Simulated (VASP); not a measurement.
# Sr (Cmcm) in VASP: further runs, part 2 of 2

VASP 6.6.1. Earlier steps stand in the parts before.

**5. Single point, PBE**

Contents of INCAR:

```
SYSTEM = Sr
PREC = Accurate
ENCUT = 520
EDIFF = 1E-7
ISMEAR = 0
SIGMA = 0.15
LREAL = .FALSE.
LASPH = .TRUE.
NELM = 80
ALGO = Fast
ISIF = 2
LWAVE = .FALSE.
LCHARG = .FALSE.
GGA = PE
NBANDS = 17
```

Contents of KPOINTS:

```
regular mesh
0
G
  12 12 6
  0 0 0
```

Contents of POSCAR:

```
Sr
1.0
    3.8836584904      0.0000000000      0.0000000000
   -1.9418292452      3.7699053302      0.0000000000
    0.0000000000      0.0000000000      7.5042481023
Sr
2
Direct
    0.3333333333      0.6666666667      0.2500000000
    0.6666666667      0.3333333333      0.7500000000
```

Potentials or basis: VASP PAW PBE potentials, release 64 (Sr_sv).

On the command line:

```bash
$ cat potpaw_PBE.64/Sr_sv/POTCAR > POTCAR
$ mpirun -np 1 vasp_std > vasp.out
```

OUTCAR:

```text
SYSTEM = Sr
   PREC = Accurate
   ENCUT = 520
   EDIFF = 1E-7
   ISMEAR = 0
   LREAL = .FALSE.
   LASPH = .TRUE.
   NELM = 80
   ISIF = 2
   GGA = PE

 ion  position               nearest neighbor table
   1  0.333  0.667  0.250-   2 4.41   2 4.41   2 4.41   2 4.41   2 4.52   2 4.52
   2  0.667  0.333  0.750-   1 4.41   1 4.41   1 4.41   1 4.41   1 4.52   1 4.52

  LATTYP: Found a base centered orthorhombic cell.
 ALAT       =     3.8836584904
 B/A-ratio  =     1.9414195865
 C/A-ratio  =     1.9322626129

  Lattice vectors:

 A1 = (   1.9418292452,  -3.7699053302,   0.0000000000)
 A2 = (   1.9418292452,   3.7699053302,   0.0000000000)
 A3 = (   0.0000000000,   0.0000000000,   7.5042481023)

Analysis of symmetry for initial positions (statically):
=====================================================================
 Subroutine PRICEL returns:
 Original cell was already a primitive cell.

 Routine SETGRP: Setting up the symmetry group for a
 base centered orthorhombic supercell.

 Subroutine GETGRP returns: Found  8 space group operations
 (whereof  4 operations were pure point group operations)
 out of a pool of  8 trial point group operations.

The static configuration has the point symmetry C_2h.
 The point group associated with its full space group is D_2h.

Analysis of symmetry for dynamics (positions and initial velocities):
=====================================================================
 Subroutine PRICEL returns:
 Original cell was already a primitive cell.

 Routine SETGRP: Setting up the symmetry group for a
 base centered orthorhombic supercell.

 Subroutine GETGRP returns: Found  8 space group operations
 (whereof  4 operations were pure point group operations)
 out of a pool of  8 trial point group operations.

The dynamic configuration has the point symmetry C_2h.
 The point group associated with its full space group is D_2h.

 Subroutine INISYM returns: Found  8 space group operations
 (whereof  4 operations are pure point group operations),
 and found     1 'primitive' translations

----------------------------------------------------------------------------------------

                                     Primitive cell

  volume of cell :     109.8699

  direct lattice vectors                    reciprocal lattice vectors
     3.883658490  0.000000000  0.000000000     0.257489170  0.132629325  0.000000000
    -1.941829245  3.769905330  0.000000000     0.000000000  0.265258650  0.000000000
     0.000000000  0.000000000  7.504248102     0.000000000  0.000000000  0.133257854

  length of vectors
     3.883658490  4.240623423  7.504248102     0.289639794  0.265258650  0.133257854

  position of ions in fractional coordinates (direct lattice)
     0.333333333  0.666666667  0.250000000
     0.666666667  0.333333333  0.750000000

  ion indices of the primitive-cell ions
   primitive index   ion index
                 1           1
                 2           2

----------------------------------------------------------------------------------------

 KPOINTS: regular mesh

Automatic generation of k-mesh.
 Grid dimensions read from file:
 generate k-points for:   12   12    6

 Generating k-lattice:

  Cartesian coordinates                     Fractional coordinates (reciprocal lattice)
     0.021457431  0.011052444  0.000000000     0.083333333  0.000000000  0.000000000
     0.000000000  0.022104888  0.000000000     0.000000000  0.083333333  0.000000000
     0.000000000  0.000000000  0.022209642     0.000000000  0.000000000  0.166666667

  Length of vectors
     0.024136650  0.022104888  0.022209642

  Shift w.r.t. Gamma in fractional coordinates (k-lattice)
     0.000000000  0.000000000  0.000000000

 Subroutine IBZKPT returns following result:
 ===========================================

 Found    172 irreducible k-points:

 Following reciprocal coordinates:
            Coordinates               Weight
  0.000000  0.000000  0.000000      1.000000
  0.083333  0.000000  0.000000      4.000000
  0.166667 -0.000000  0.000000      4.000000
  0.250000  0.000000  0.000000      4.000000
  0.333333  0.000000  0.000000      4.000000
  0.416667  0.000000  0.000000      4.000000
[... 16 lines left out ...]
  0.333333  0.166667  0.000000      4.000000
  0.416667  0.166667  0.000000      4.000000
 [... further k-points ...]
   k-points           NKPTS =    172   k-points in BZ     NKDIM =    172   number of bands    NBANDS=     17
   number of dos      NEDOS =    301   number of ions     NIONS =      2
   total plane-waves  NPLWV =  53760
   dimension x,y,z NGX =    30 NGY =   32 NGZ =   56
   dimension x,y,z NGXF=    60 NGYF=   64 NGZF=  112
   ions per type =               2
   NGX,Y,Z   is equivalent  to a cutoff of  12.84, 12.55, 12.41 a.u.
   NGXF,Y,Z  is equivalent  to a cutoff of  25.68, 25.09, 24.81 a.u.
 SYSTEM =  Sr
   PREC   = accura    normal or accurate (medium, high low for compatibility)
   ISTART =      0    job   : 0-new  1-cont  2-samecut
   ICHARG =      2    charge: 1-file 2-atom 10-const
   ISPIN  =      1    spin polarized calculation?
   LNONCOLLINEAR =      F non collinear calculations
   LSORBIT =      F    spin-orbit coupling
   LASPH  =      T    aspherical Exc in radial PAW
   ENCUT  =  520.0 eV  38.22 Ry    6.18 a.u.   7.22  7.88 13.95*2*pi/ulx,y,z
   NELM   =     80;   NELMIN=  2; NELMDL= -5     # of ELM steps
   EDIFF  = 0.1E-06   stopping-criterion for ELM
   LREAL  =      F    real-space projection
   EDIFFG = 0.1E-05   stopping-criterion for IOM
   NSW    =      0    number of steps for IOM
   IBRION =     -1    ionic relax: 0-MD 1-quasi-New 2-CG
   NFREE  =      0    steps in history (QN), initial steepest desc. (CG)
   ISIF   =      2    stress and relaxation
   ISYM   =      2    0-nonsym 1-usesym 2-fastsym
   POTIM  = 0.5000    time-step for ionic-motion
   TEBEG  =    0.0;   TEEND  =   0.0 temperature during run
   PSTRESS=    0.0 pullay stress
   NELECT =      20.0000    total number of electrons
   NUPDOWN=      -1.0000    fix difference up-down
   EMIN   =  10.00;   EMAX   =-10.00  energy-range for DOS
   EFERMI =   0.00;   METHOD = LEGACY
   ISMEAR =     0;   SIGMA  =   0.15  broadening in eV -4-tet -1-fermi 0-gaus
   EFERMI_NEDOS =   21; number of points for ismear=-14 and -15
   IALGO  =     68    algorithm
   IMIX   =      4    mixing-type and parameters
     AMIX     =   0.40;   BMIX     =  1.00
     AMIX_MAG =   1.60;   BMIX_MAG =  1.00
  volume/ion in A,a.u.               =      54.93       370.72
  Fermi-wavevector in a.u.,A,eV,Ry     =   0.927809  1.753305 11.712298  0.860830
  Thomas-Fermi vector in A             =   2.053918
   LORBIT       =      0    0 simple, 1 ext, 2 COOP (PROOUT), +10 PAW based schemes
   GGA     = PE    functional components
   LHFCALC =     F    Hartree Fock is set to
   AEXX    =    0.0000 exact exchange contribution
   IVDW    =     0    specifies the selected vdW correction
   LEPSILON=     F    determine dielectric tensor
   LRPA    =     F    only Hartree local field effects (RPA)
 non-spin polarized calculation
 RMM-DIIS sequential band-by-band and
 Gauss-broadening in eV      SIGMA  =   0.15
  energy-cutoff  :      520.00
  volume of cell :      109.87
 maximum number of plane-waves:      2982
 NGX is ok and might be reduce to    30
   NGX = 15   NGY = 15   NGZ = 27

 number of electron      20.0000000 magnetization

 Free energy of the ion-electron system (eV)
  ---------------------------------------------------
  ext. energy  EPLUGINS =         0.00000000
  ---------------------------------------------------
  free energy    TOTEN  =        -3.16410896 eV

  energy without entropy =       -3.13396085  energy(sigma->0) =       -3.14903491

 E-fermi :   1.5389     XC(G=0):  -7.3495

 val. band max:        1.5342495635   @ k =   0.3333   0.2500   0.3333
 cond. band min:       1.5398241701   @ k =   0.0000   0.5000   0.0000
 fundamental gap:      0.0055746066
 Fermi energy:         1.5389018285

 k-point     1 :       0.0000    0.0000    0.0000
  band No.  band energies     occupation
      1     -35.0606      2.00000
      2     -35.0526      2.00000
      3     -17.0969      2.00000
      4     -16.9596      2.00000
      5     -16.9558      2.00000
      6     -16.9459      2.00000
[... 9 lines left out ...]
     16       4.8660      0.00000
     17       5.0016      0.00000
[... 443 lines left out ...]
      1     -35.0362      2.00000
      2     -35.0348      2.00000
      3     -17.1948      2.00000
      4     -17.1805      2.00000
      5     -17.0285      2.00000
      6     -17.0098      2.00000
[... 9 lines left out ...]
     16       5.1709      0.00000
     17       5.6316      0.00000

 [... further k-points ...]

------------------------ aborting loop because EDIFF is reached ----------------------------------------

  FORCE on cell =-STRESS in cart. coord.  units (eV):
  Direction    XX          YY          ZZ          XY          YZ          ZX
  --------------------------------------------------------------------------------------
  -------------------------------------------------------------------------------------
  Total        1.8739800     -0.2358728     -1.1783534      0.0000000      0.0000000      0.0000000
  in kB       27.3273086     -3.4396152    -17.1833360      0.0000000      0.0000000      0.0000000
  external PRESSURE =       2.2347858 kB  Pullay stress =       0.0000000 kB

 VOLUME and BASIS-vectors are now :
 -----------------------------------------------------------------------------
  energy-cutoff  :      520.00
  volume of cell :      109.87
      direct lattice vectors                 reciprocal lattice vectors
     3.883658490  0.000000000  0.000000000     0.257489170  0.132629325  0.000000000
    -1.941829245  3.769905330  0.000000000     0.000000000  0.265258650  0.000000000
     0.000000000  0.000000000  7.504248102     0.000000000  0.000000000  0.133257854

 POSITION                                       TOTAL-FORCE (eV/Angst)
 -----------------------------------------------------------------------------------
     -0.00000      2.51327      1.87606        -0.000000      0.069292      0.000000
      1.94183      1.25664      5.62819         0.000000     -0.069292      0.000000
 -----------------------------------------------------------------------------------
    total drift:                               -0.000000      0.000000     -0.000000

  FREE ENERGIE OF THE ION-ELECTRON SYSTEM (eV)
  ---------------------------------------------------
  free  energy   TOTEN  =        -3.1641089619 eV

  energy  without entropy=       -3.1339608486  energy(sigma->0) =       -3.14903491
```

OSZICAR:

```text
N       E                     dE             d eps       ncg     rms          rms(c)
DAV:   1     0.107757960285E+03    0.10776E+03   -0.94239E+03  5856   0.990E+02
DAV:   2     0.545826666432E+01   -0.10230E+03   -0.10065E+03  7407   0.228E+02
DAV:   3    -0.288098219193E+01   -0.83392E+01   -0.83097E+01 10692   0.470E+01
DAV:   4    -0.315549906125E+01   -0.27452E+00   -0.27425E+00  7928   0.695E+00
DAV:   5    -0.316083228202E+01   -0.53332E-02   -0.53316E-02  9528   0.820E-01    0.161E+01
RMM:   6    -0.316241112644E+01   -0.15788E-02   -0.12460E-02  6238   0.119E+00    0.918E+00
RMM:   7    -0.316363737905E+01   -0.12263E-02   -0.25179E-02  6440   0.174E+00    0.394E-01
RMM:   8    -0.316390235694E+01   -0.26498E-03   -0.52513E-03  7916   0.461E-01    0.814E-02
RMM:   9    -0.316405443559E+01   -0.15208E-03   -0.11643E-03  9594   0.137E-01    0.681E-02
RMM:  10    -0.316409802892E+01   -0.43593E-04   -0.26860E-04  9205   0.659E-02    0.654E-02
RMM:  11    -0.316410558316E+01   -0.75542E-05   -0.83976E-05  9683   0.304E-02    0.845E-03
RMM:  12    -0.316410686456E+01   -0.12814E-05   -0.18626E-05 10200   0.139E-02    0.403E-03
RMM:  13    -0.316410797146E+01   -0.11069E-05   -0.82537E-06  9868   0.914E-03    0.162E-03
RMM:  14    -0.316410830486E+01   -0.33340E-06   -0.29411E-06  9012   0.513E-03    0.155E-03
RMM:  15    -0.316410868429E+01   -0.37943E-06   -0.14844E-06  8187   0.351E-03    0.690E-04
RMM:  16    -0.316410911059E+01   -0.42630E-06   -0.52236E-07  7277   0.303E-03    0.116E-03
RMM:  17    -0.316410889336E+01    0.21723E-06   -0.34869E-07  6750   0.251E-03    0.111E-03
RMM:  18    -0.316410896194E+01   -0.68573E-07   -0.13097E-07  5523   0.147E-03
   1 F= -.31641090E+01 E0= -.31490349E+01  d E =-.301481E-01
```

Run time: 3.3 min. Hardware: 1 thread of AMD EPYC 9R45 (Zen 5), shared host; peak memory 0.38 GiB.

Results:

```yaml
Free_energy: -3.1641 eV
Pressure: 0.2 GPa
Largest_force: 0.069 eV/Å
Band_gap_on_the_k_mesh: zero (bands 10 and 11 overlap by 0.44 eV)
```

Forces in eV/Å, atoms in the order of the input:
```
Sr   0.000  0.069  0.000
Sr   0.000 -0.069  0.000
```

Stress tensor (GPa, compression positive):
```
 2.73  0.00  0.00
 0.00 -0.34  0.00
 0.00  0.00 -1.72
```

Caveat: the cell differs from its parent crystal (strain +e along x and -e along y -0.0550, strain +e along z and -e/2 along x and y +0.0700).

**6. Single point, PBE**

Contents of INCAR:

```
SYSTEM = Sr
PREC     = Accurate       ! precision mode
ENCUT    = 520            ! plane-wave cutoff, eV
EDIFF    = 1E-6           ! SCF threshold, eV
ISMEAR   = 0              ! smearing method
SIGMA    = 0.15           ! smearing width, eV
LREAL    = .False.        ! projectors in reciprocal space
LASPH    = .True.         ! aspherical terms in the spheres
NELM     = 100            ! most SCF steps
ALGO     = Fast           ! electronic algorithm
ISIF     = 2              ! what is computed and relaxed
LWAVE    = .False.        ! write WAVECAR
LCHARG   = .True.         ! write CHGCAR
GGA      = PE             ! functional
LELF     = .True.         ! ELF
LVHAR    = .True.       
NBANDS   = 17             ! bands
```

Contents of KPOINTS:

```
regular mesh
0
Gamma
  12 12 6
  0 0 0
```

Contents of POSCAR:

```
Sr
1.0
    4.0330299708      0.0000000000      0.0000000000
   -2.0165149854      3.8992648269      0.0000000000
    0.0000000000      0.0000000000      7.0133159835
Sr
2
Direct
    0.3333333333      0.6666666667      0.2500000000
    0.6666666667      0.3333333333      0.7500000000
```

Potentials or basis: VASP PAW PBE potentials, release 64 (Sr_sv).

On the command line:

```bash
$ cat potpaw_PBE.64/Sr_sv/POTCAR > POTCAR
$ mpirun -np 1 vasp_std > vasp.out
```

OUTCAR:

```text
SYSTEM = Sr
   PREC = Accurate
   ENCUT = 520
   EDIFF = 1E-6
   ISMEAR = 0
   LREAL = .False.
   LASPH = .True.
   NELM = 100
   ISIF = 2
   GGA = PE

 ion  position               nearest neighbor table
   1  0.333  0.667  0.250-   2 4.25   2 4.25   2 4.25   2 4.25   2 4.37   2 4.37
   2  0.667  0.333  0.750-   1 4.25   1 4.25   1 4.25   1 4.25   1 4.37   1 4.37

  LATTYP: Found a base centered orthorhombic cell.
 ALAT       =     4.0330299708
 B/A-ratio  =     1.9336651873
 C/A-ratio  =     1.7389694682

  Lattice vectors:

[... 672 lines left out ...]

  FORCE on cell =-STRESS in cart. coord.  units (eV):
  Direction    XX          YY          ZZ          XY          YZ          ZX
  --------------------------------------------------------------------------------------
  -------------------------------------------------------------------------------------
  Total        0.9228226     -0.6907474     -0.0407375      0.0000000     -0.0000000      0.0000000
  in kB       13.4057538    -10.0344193     -0.5917898      0.0000000     -0.0000000      0.0000000
  external PRESSURE =       0.9265149 kB  Pullay stress =       0.0000000 kB

 VOLUME and BASIS-vectors are now :
 -----------------------------------------------------------------------------
  energy-cutoff  :      520.00
  volume of cell :      110.29
      direct lattice vectors                 reciprocal lattice vectors
     4.033029971  0.000000000  0.000000000     0.247952534  0.128229300  0.000000000
    -2.016514985  3.899264827  0.000000000     0.000000000  0.256458600  0.000000000
     0.000000000  0.000000000  7.013315984     0.000000000  0.000000000  0.142585904

 POSITION                                       TOTAL-FORCE (eV/Angst)
 -----------------------------------------------------------------------------------
     -0.00000      2.59951      1.75333        -0.000000      0.092205      0.000000
      2.01651      1.29975      5.25999         0.000000     -0.092205      0.000000
 -----------------------------------------------------------------------------------
    total drift:                               -0.000000      0.000000     -0.000000

  FREE ENERGIE OF THE ION-ELECTRON SYSTEM (eV)
  ---------------------------------------------------
  free  energy   TOTEN  =        -3.2403998706 eV

  energy  without entropy=       -3.2092412920  energy(sigma->0) =       -3.22482058
```

stdout:

```text
POSCAR found type information on POSCAR Sr
 POSCAR found :  1 types and       2 ions
 scaLAPACK will be used
 LDA part: xc-table for (Slater+PW92), standard interpolation
 POSCAR, INCAR and KPOINTS ok, starting setup
 FFT: planning ... GRIDC
 FFT: planning ... GRID_SOFT
 FFT: planning ... GRID
 WAVECAR not read
 entering main loop
WARNING in EDDRMM: call to ZHEGV failed, returncode =   8  4      9
WARNING in EDDRMM: call to ZHEGV failed, returncode =   8  4      9
WARNING in EDDRMM: call to ZHEGV failed, returncode =   8  4      9
WARNING in EDDRMM: call to ZHEGV failed, returncode =   8  4      9
WARNING in EDDRMM: call to ZHEGV failed, returncode =   8  4      9
WARNING in EDDRMM: call to ZHEGV failed, returncode =   8  4     11
WARNING in EDDRMM: call to ZHEGV failed, returncode =   8  4     12
WARNING in EDDRMM: call to ZHEGV failed, returncode =   8  4     13
WARNING in EDDRMM: call to ZHEGV failed, returncode =   6  3     13
WARNING in EDDRMM: call to ZHEGV failed, returncode =   6  3     13
WARNING in EDDRMM: call to ZHEGV failed, returncode =   8  4     15
WARNING in EDDRMM: call to ZHEGV failed, returncode =   6  3     11
```

Wall time 2.4 min (1 thread of AMD EPYC 9R45 (Zen 5), shared host); peak memory 0.4 GiB.

Results:

* Free energy: -3.2404 eV
* Pressure: 0.1 GPa
* Largest force: 0.092 eV/Å
* Band gap on the k mesh: zero (bands 10 and 11 overlap by 0.17 eV)

Forces in eV/Å, atoms in the order of the input:
```
Sr   0.000  0.092  0.000
Sr   0.000 -0.092  0.000
```

Levels at points of the mesh, in eV from the Fermi level:
| k point | band 6 | band 7 | band 8 | band 9 | band 10 | band 11 | band 12 | band 13 | band 14 | band 15 |
| --- | --- | --- | --- | --- | --- | --- | --- | --- | --- | --- |
| (0.00, 0.00, 0.00) | -18.52 | -18.51 | -18.50 | -3.64 | -1.14 | 0.04 | 1.80 | 2.21 | 2.29 | 2.88 |
| (0.50, 0.00, 0.00) | -18.58 | -18.56 | -18.55 | -0.96 | -0.40 | 0.09 | 0.28 | 1.33 | 2.01 | 2.08 |
| (0.00, 0.50, 0.00) | -18.56 | -18.55 | -18.52 | -1.35 | -0.75 | 0.05 | 0.22 | 1.13 | 1.62 | 2.68 |
| (0.00, 0.00, 0.50) | -18.53 | -18.52 | -18.52 | -2.71 | -2.71 | 1.24 | 1.24 | 1.85 | 1.85 | 2.81 |
| (0.50, 0.00, 0.50) | -18.57 | -18.56 | -18.56 | -0.71 | -0.71 | 0.38 | 0.38 | 1.37 | 1.37 | 2.81 |
| (0.00, 0.50, 0.50) | -18.56 | -18.54 | -18.54 | -0.97 | -0.97 | 0.04 | 0.04 | 1.25 | 1.25 | 3.44 |

Caveat: the cell differs from its parent crystal (strain +e along x and -e along y -0.0550, strain +e along z and -e/2 along x and y +0.0000).

**7. Overview**

```tsv
cell	further INCAR settings	gap on the mesh (eV)	pressure (GPa)	largest force (eV/Å)
a = 3.873, b = 4.595, c = 6.768 Å, angles 90.0, 90.0, 114.9°, 2 atoms	ALGO = Fast; EDIFF = 1e-06; NBANDS = 17	none	0.5	0.22
a = 4.652, b = 4.305, c = 6.522 Å, angles 90.0, 90.0, 122.7°, 2 atoms	ALGO = Fast; EDIFF = 1e-06; NBANDS = 17	none	0.2	0.14
a = 4.182, b = 4.539, c = 6.522 Å, angles 90.0, 90.0, 117.4°, 2 atoms	ALGO = Fast; EDIFF = 1e-07; NBANDS = 17	none	0.3	0.13
a = 3.884, b = 4.241, c = 7.504 Å, angles 90.0, 90.0, 117.3°, 2 atoms	ALGO = Fast; EDIFF = 1e-07; NBANDS = 17	none	0.2	0.07
a = 4.033, b = 4.390, c = 7.013 Å, angles 90.0, 90.0, 117.3°, 2 atoms	ALGO = Fast; EDIFF = 1e-06; NBANDS = 17	none	0.1	0.09
```

Alike in all rows: task single point; level PBE; potentials or basis VASP PAW PBE potentials, release 64 (Sr_sv); no spin polarisation; k mesh 12 × 12 × 6; cutoff (eV) 520; smearing gaussian 0.15 eV.

Absolute energies hang on the potentials; compare differences alone.
